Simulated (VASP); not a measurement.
# B2Te (Cmmm) in VASP: single point with PBE

Aim: the single point of B2Te with PBE.

Program: VASP 6.6.1. These are calculated values, not measurements. Logs are shortened: lines on timing, memory, paths and dates and some standing lists are left out, and cuts for length are marked.

**1. The cell of the first run**

The structure is orthorhombic, space group Cmmm (No. 65). The conventional cell has a = 4.764 Å, b = 10.161 Å, c = 3.386 Å, α = 90.00°, β = 90.00°, γ = 90.00°. Within 3.2 Å of B (site symmetry m) lie 5 B at 2.02 to 3.01 Å and 4 Te at 2.22 to 3.12 Å. Te (site symmetry 2/m) has 4 B at 2.22 Å and 2 Te at 2.38 Å within 2.9 Å.

The cell was generated, and may not be a known phase.

**2. Single point, PBE**

INCAR

```
SYSTEM = B2Te
PREC = Accurate
ENCUT = 500
EDIFF = 1E-6
ISMEAR = 0
SIGMA = 0.1
LREAL = .False.
LASPH = .True.
NELM = 120
ALGO = Normal
ISIF = 2
LWAVE = .False.
LCHARG = .False.
GGA = PE
NBANDS = 21
GGA_COMPAT = .False.
```

KPOINTS

```
Automatic mesh
0
Gamma
  4 4 6
  0 0 0
```

POSCAR

```
B2Te
1.0
    2.3820342800     -5.0803850100      0.0000000000
    2.3820342800      5.0803850100      0.0000000000
    0.0000000000      0.0000000000      3.3856445100
B Te
4 2
Direct
    0.1019200500      0.3216338200      0.5000000000
    0.8980799500      0.6783661800      0.5000000000
    0.3216338200      0.1019200500      0.5000000000
    0.6783661800      0.8980799500      0.5000000000
    0.0000000000      0.5000000000      0.0000000000
    0.5000000000      0.0000000000      0.0000000000
```

Potentials or basis: VASP PAW PBE potentials, release 64 (B, Te).

On the command line:

```
$ cat potpaw_PBE.64/B/POTCAR potpaw_PBE.64/Te/POTCAR > POTCAR
$ mpirun -np 1 vasp_std > vasp.out
```

OUTCAR:

```text
SYSTEM = B2Te
   PREC = Accurate
   ENCUT = 500
   EDIFF = 1E-6
   ISMEAR = 0
   LREAL = .False.
   LASPH = .True.
   NELM = 120
   ISIF = 2
   GGA = PE

 ion  position               nearest neighbor table
   1  0.102  0.322  0.500-   4 2.02   5 2.22   5 2.22
   2  0.898  0.678  0.500-   3 2.02   5 2.22   5 2.22
   3  0.322  0.102  0.500-   2 2.02   6 2.22   6 2.22
   4  0.678  0.898  0.500-   1 2.02   6 2.22   6 2.22
   5  0.000  0.500  0.000-   1 2.22   2 2.22   1 2.22   2 2.22   6 2.38   6 2.38
   6  0.500  0.000  0.000-   3 2.22   4 2.22   3 2.22   4 2.22   5 2.38   5 2.38

  LATTYP: Found a base centered orthorhombic cell.
 ALAT       =     4.7640685600
 B/A-ratio  =     2.1327925684
 C/A-ratio  =     0.7106624238

  Lattice vectors:

 A1 = (   2.3820342800,  -5.0803850100,   0.0000000000)
 A2 = (   2.3820342800,   5.0803850100,   0.0000000000)
 A3 = (   0.0000000000,   0.0000000000,   3.3856445100)

Analysis of symmetry for initial positions (statically):
=====================================================================
 Subroutine PRICEL returns:
 Original cell was already a primitive cell.

 Routine SETGRP: Setting up the symmetry group for a
 base centered orthorhombic supercell.

 Subroutine GETGRP returns: Found  8 space group operations
 (whereof  8 operations were pure point group operations)
 out of a pool of  8 trial point group operations.

The static configuration has the point symmetry D_2h.

Analysis of symmetry for dynamics (positions and initial velocities):
=====================================================================
 Subroutine PRICEL returns:
 Original cell was already a primitive cell.

 Routine SETGRP: Setting up the symmetry group for a
 base centered orthorhombic supercell.

 Subroutine GETGRP returns: Found  8 space group operations
 (whereof  8 operations were pure point group operations)
 out of a pool of  8 trial point group operations.

The dynamic configuration has the point symmetry D_2h.

 Subroutine INISYM returns: Found  8 space group operations
 (whereof  8 operations are pure point group operations),
 and found     1 'primitive' translations

----------------------------------------------------------------------------------------

                                     Primitive cell

  volume of cell :      81.9438

  direct lattice vectors                    reciprocal lattice vectors
     2.382034280 -5.080385010  0.000000000     0.209904620 -0.098417738  0.000000000
     2.382034280  5.080385010  0.000000000     0.209904620  0.098417738  0.000000000
     0.000000000  0.000000000  3.385644510     0.000000000  0.000000000  0.295364737

  length of vectors
     5.611096075  5.611096075  3.385644510     0.231831837  0.231831837  0.295364737

  position of ions in fractional coordinates (direct lattice)
     0.101920050  0.321633820  0.500000000
     0.898079950  0.678366180  0.500000000
     0.321633820  0.101920050  0.500000000
     0.678366180  0.898079950  0.500000000
     0.000000000  0.500000000  0.000000000
     0.500000000  0.000000000  0.000000000

  ion indices of the primitive-cell ions
   primitive index   ion index
                 1           1
                 2           2
                 3           3
                 4           4
                 5           5
                 6           6

----------------------------------------------------------------------------------------

 KPOINTS: Automatic mesh

Automatic generation of k-mesh.
 Grid dimensions read from file:
 generate k-points for:    4    4    6

 Generating k-lattice:

  Cartesian coordinates                     Fractional coordinates (reciprocal lattice)
     0.052476155 -0.024604434  0.000000000     0.250000000  0.000000000  0.000000000
     0.052476155  0.024604434  0.000000000     0.000000000  0.250000000  0.000000000
     0.000000000  0.000000000  0.049227456     0.000000000  0.000000000  0.166666667

  Length of vectors
     0.057957959  0.057957959  0.049227456

  Shift w.r.t. Gamma in fractional coordinates (k-lattice)
     0.000000000  0.000000000  0.000000000

 Subroutine IBZKPT returns following result:
 ===========================================

 Found     28 irreducible k-points:

 Following reciprocal coordinates:
            Coordinates               Weight
  0.000000  0.000000  0.000000      1.000000
  0.250000 -0.000000  0.000000      4.000000
  0.500000 -0.000000  0.000000      2.000000
  0.250000  0.250000  0.000000      2.000000
  0.500000  0.250000  0.000000      4.000000
 -0.250000  0.250000  0.000000      2.000000
[... 16 lines left out ...]
  0.250000 -0.000000  0.500000      4.000000
  0.500000 -0.000000  0.500000      2.000000
 [... further k-points ...]
   k-points           NKPTS =     28   k-points in BZ     NKDIM =     28   number of bands    NBANDS=     21
   number of dos      NEDOS =    301   number of ions     NIONS =      6
   total plane-waves  NPLWV =  49392
   dimension x,y,z NGX =    42 NGY =   42 NGZ =   28
   dimension x,y,z NGXF=    84 NGYF=   84 NGZF=   56
   ions per type =               4   2
   NGX,Y,Z   is equivalent  to a cutoff of  12.44, 12.44, 13.75 a.u.
   NGXF,Y,Z  is equivalent  to a cutoff of  24.89, 24.89, 27.50 a.u.
 SYSTEM =  B2Te
   PREC   = accura    normal or accurate (medium, high low for compatibility)
   ISTART =      0    job   : 0-new  1-cont  2-samecut
   ICHARG =      2    charge: 1-file 2-atom 10-const
   ISPIN  =      1    spin polarized calculation?
   LNONCOLLINEAR =      F non collinear calculations
   LSORBIT =      F    spin-orbit coupling
   LASPH  =      T    aspherical Exc in radial PAW
   ENCUT  =  500.0 eV  36.75 Ry    6.06 a.u.  10.23 10.23  6.17*2*pi/ulx,y,z
   NELM   =    120;   NELMIN=  2; NELMDL= -5     # of ELM steps
   EDIFF  = 0.1E-05   stopping-criterion for ELM
   LREAL  =      F    real-space projection
   EDIFFG = 0.1E-04   stopping-criterion for IOM
   NSW    =      0    number of steps for IOM
   IBRION =     -1    ionic relax: 0-MD 1-quasi-New 2-CG
   NFREE  =      0    steps in history (QN), initial steepest desc. (CG)
   ISIF   =      2    stress and relaxation
   ISYM   =      2    0-nonsym 1-usesym 2-fastsym
   POTIM  = 0.5000    time-step for ionic-motion
   TEBEG  =    0.0;   TEEND  =   0.0 temperature during run
   PSTRESS=    0.0 pullay stress
   NELECT =      24.0000    total number of electrons
   NUPDOWN=      -1.0000    fix difference up-down
   EMIN   =  10.00;   EMAX   =-10.00  energy-range for DOS
   EFERMI =   0.00;   METHOD = LEGACY
   ISMEAR =     0;   SIGMA  =   0.10  broadening in eV -4-tet -1-fermi 0-gaus
   EFERMI_NEDOS =   21; number of points for ismear=-14 and -15
   IALGO  =     38    algorithm
   IMIX   =      4    mixing-type and parameters
     AMIX     =   0.40;   BMIX     =  1.00
     AMIX_MAG =   1.60;   BMIX_MAG =  1.00
  volume/ion in A,a.u.               =      13.66        92.16
  Fermi-wavevector in a.u.,A,eV,Ry     =   1.087193  2.054497 16.081927  1.181988
  Thomas-Fermi vector in A             =   2.223347
   LORBIT       =      0    0 simple, 1 ext, 2 COOP (PROOUT), +10 PAW based schemes
   GGA     = PE    functional components
   LHFCALC =     F    Hartree Fock is set to
   AEXX    =    0.0000 exact exchange contribution
   IVDW    =     0    specifies the selected vdW correction
   LEPSILON=     F    determine dielectric tensor
   LRPA    =     F    only Hartree local field effects (RPA)
 non-spin polarized calculation
 Gauss-broadening in eV      SIGMA  =   0.10
  energy-cutoff  :      500.00
  volume of cell :       81.94
 maximum number of plane-waves:      2098
 NGX is ok and might be reduce to    42
   NGX = 21   NGY = 21   NGZ = 13

 number of electron      24.0000000 magnetization

 Free energy of the ion-electron system (eV)
  ---------------------------------------------------
  ext. energy  EPLUGINS =         0.00000000
  ---------------------------------------------------
  free energy    TOTEN  =       -19.06155232 eV

  energy without entropy =      -19.04376125  energy(sigma->0) =      -19.05265678

 E-fermi :   8.2448     XC(G=0): -10.7404

 val. band max:        8.2340367553   @ k =   0.2500  -0.0000   0.1667
 cond. band min:       8.2549017112   @ k =  -0.2500   0.2500   0.5000
 fundamental gap:      0.0208649559
 Fermi energy:         8.2447503181

 k-point     1 :       0.0000    0.0000    0.0000
  band No.  band energies     occupation
      1      -9.6065      2.00000
      2      -3.2979      2.00000
      3      -2.2004      2.00000
      4      -0.9471      2.00000
      5       0.9799      2.00000
      6       2.2129      2.00000
[... 13 lines left out ...]
     20      14.4661      0.00000
     21      14.7821      0.00000

 k-point     2 :       0.2500   -0.0000    0.0000
  band No.  band energies     occupation
      1      -9.1793      2.00000
      2      -5.7398      2.00000
      3      -1.3493      2.00000
      4       0.5439      2.00000
      5       1.5529      2.00000
      6       2.1702      2.00000
[... 13 lines left out ...]
     20      13.3899      0.00000
     21      14.3366      0.00000

 k-point     3 :       0.5000   -0.0000    0.0000
  band No.  band energies     occupation
      1      -7.9030      2.00000
      2      -7.8787      2.00000
      3      -0.9099      2.00000
      4      -0.4601      2.00000
      5       3.6790      2.00000
      6       4.2972      2.00000
[... 13 lines left out ...]
     20      13.4487      0.00000
     21      15.0687      0.00000

 k-point     4 :       0.2500    0.2500    0.0000
  band No.  band energies     occupation
      1      -7.9315      2.00000
      2      -7.8488      2.00000
      3      -1.1957      2.00000
      4       0.0607      2.00000
      5       2.6039      2.00000
      6       4.3352      2.00000
[... 13 lines left out ...]
     20      14.1461      0.00000
     21      14.6504      0.00000

 k-point     5 :       0.5000    0.2500    0.0000
  band No.  band energies     occupation
      1      -9.1238      2.00000
      2      -5.8072      2.00000
      3      -2.1468      2.00000
      4       1.4104      2.00000
      5       1.5157      2.00000
      6       3.3786      2.00000
[... 13 lines left out ...]
     20      14.7314      0.00000
     21      14.9091      0.00000

 k-point     6 :      -0.2500    0.2500    0.0000
  band No.  band energies     occupation
      1      -9.5684      2.00000
      2      -3.3470      2.00000
      3      -2.5898      2.00000
      4      -1.3424      2.00000
      5       2.3564      2.00000
      6       2.6311      2.00000
[... 13 lines left out ...]
     20      15.2422      0.00000
     21      15.3244      0.00000

 k-point     7 :       0.5000    0.5000    0.0000
  band No.  band energies     occupation
      1      -9.5290      2.00000
      2      -3.3939      2.00000
      3      -2.9502      2.00000
      4      -1.5020      2.00000
      5       2.9927      2.00000
      6       3.2063      2.00000
[... 13 lines left out ...]
     20      15.2221      0.00000
     21      15.2223      0.00000
[... 291 lines left out ...]
      1      -8.4533      2.00000
      2      -2.5366      2.00000
      3      -2.0558      2.00000
      4      -1.3392      2.00000
      5      -0.3578      2.00000
      6       2.3571      2.00000
[... 13 lines left out ...]
     20      15.0869      0.00000
     21      15.2849      0.00000

 k-point    21 :       0.5000    0.5000    0.3333
  band No.  band energies     occupation
      1      -8.4188      2.00000
      2      -2.3750      2.00000
      3      -2.1055      2.00000
      4      -1.6866      2.00000
      5      -0.5787      2.00000
      6       2.1129      2.00000
[... 13 lines left out ...]
     20      15.3503      0.00000
     21      15.9557      0.00000

 k-point    22 :       0.0000    0.0000    0.5000
  band No.  band energies     occupation
      1      -7.8449      2.00000
      2      -3.9513      2.00000
      3      -0.9346      2.00000
      4      -0.5152      2.00000
      5       0.7105      2.00000
      6       1.1757      2.00000
[... 13 lines left out ...]
     20      16.2506      0.00000
     21      16.3901      0.00000

 k-point    23 :       0.2500   -0.0000    0.5000
  band No.  band energies     occupation
      1      -7.4164      2.00000
      2      -3.8954      2.00000
      3      -3.5419      2.00000
      4      -0.6289      2.00000
      5       1.3731      2.00000
      6       1.7477      2.00000
[... 13 lines left out ...]
     20      14.6487      0.00000
     21      15.8462      0.00000

 k-point    24 :       0.5000   -0.0000    0.5000
  band No.  band energies     occupation
      1      -6.1197      2.00000
      2      -6.1085      2.00000
      3      -2.4406      2.00000
      4      -2.2842      2.00000
      5       1.7190      2.00000
      6       2.2480      2.00000
[... 13 lines left out ...]
     20      14.3953      0.00000
     21      16.0971      0.00000

 [... further k-points ...]
[... 5 lines left out ...]
  --------------------------------------------------------------------------------------
  -------------------------------------------------------------------------------------
  Total       39.8339555     -2.5750036     16.5005042      0.0000000      0.0000000      0.0000000
  in kB      778.8396116    -50.3468657    322.6203900      0.0000000      0.0000000      0.0000000
  external PRESSURE =     350.3710453 kB  Pullay stress =       0.0000000 kB

 VOLUME and BASIS-vectors are now :
 -----------------------------------------------------------------------------
  energy-cutoff  :      500.00
  volume of cell :       81.94
      direct lattice vectors                 reciprocal lattice vectors
     2.382034280 -5.080385010  0.000000000     0.209904620 -0.098417738  0.000000000
     2.382034280  5.080385010  0.000000000     0.209904620  0.098417738  0.000000000
     0.000000000  0.000000000  3.385644510     0.000000000  0.000000000  0.295364737

 POSITION                                       TOTAL-FORCE (eV/Angst)
 -----------------------------------------------------------------------------------
      1.00892      1.11623      1.69282        -1.492984     -3.748181      0.000000
      3.75515     -1.11623      1.69282         1.492984      3.748181      0.000000
      1.00892     -1.11623      1.69282        -1.492984      3.748181      0.000000
      3.75515      1.11623      1.69282         1.492984     -3.748181     -0.000000
      1.19102      2.54019      0.00000         0.000000     -0.000000      0.000000
      1.19102     -2.54019      0.00000         0.000000     -0.000000      0.000000
 -----------------------------------------------------------------------------------
    total drift:                                0.000000     -0.000000      0.000000

  FREE ENERGIE OF THE ION-ELECTRON SYSTEM (eV)
  ---------------------------------------------------
  free  energy   TOTEN  =       -19.0615523155 eV

  energy  without entropy=      -19.0437612455  energy(sigma->0) =      -19.05265678
```

It took 97 s on 1 thread of Intel Xeon 8259CL, shared host; peak memory 0.23 GiB.

Results:

| Property | Result |
| --- | --- |
| Free energy | -19.0616 eV |
| Pressure | 35.0 GPa |
| Largest force | 4.035 eV/Å |
| Band gap on the k mesh | zero (bands 12 and 13 overlap by 1.51 eV) |

Forces on the atoms (eV/Å):
```
B   -1.493 -3.748  0.000
B    1.493  3.748  0.000
B   -1.493  3.748  0.000
B    1.493 -3.748  0.000
Te   0.000  0.000  0.000
Te   0.000  0.000  0.000
```

Stress tensor (GPa, compression positive):
```
77.88  0.00  0.00
 0.00 -5.03  0.00
 0.00  0.00 32.26
```

Levels at points of the mesh, in eV from the Fermi level:
| k point | band 10 | band 11 | band 12 | band 13 | band 14 | band 15 |
| --- | --- | --- | --- | --- | --- | --- |
| (0.00, 0.00, 0.00) | -1.19 | -0.35 | 0.36 | 0.54 | 2.55 | 3.05 |
| (0.50, 0.00, 0.00) | -2.36 | -0.61 | -0.34 | 1.15 | 1.30 | 2.26 |
| (0.50, 0.50, 0.00) | -1.52 | -1.50 | -1.46 | -0.61 | 1.03 | 2.85 |
| (0.00, 0.00, 0.50) | -3.14 | -2.86 | -2.53 | -1.15 | 2.08 | 3.59 |
| (0.50, 0.00, 0.50) | -1.93 | -0.56 | -0.51 | 0.65 | 1.71 | 2.75 |
| (0.50, 0.50, 0.50) | -1.78 | -1.23 | -1.14 | -1.08 | 1.45 | 1.83 |

Caveat: the k points lie up to 0.36 Å⁻¹ apart, too coarse for converged energies and pressures of a metal; spin-orbit coupling is left out, which moves the levels of the heavy elements; forces of over 1 eV/Å act on the atoms, so gaps and moduli don't describe the material at rest.

The gap in the log of VASP goes by the Fermi energy; the results here count the filled bands.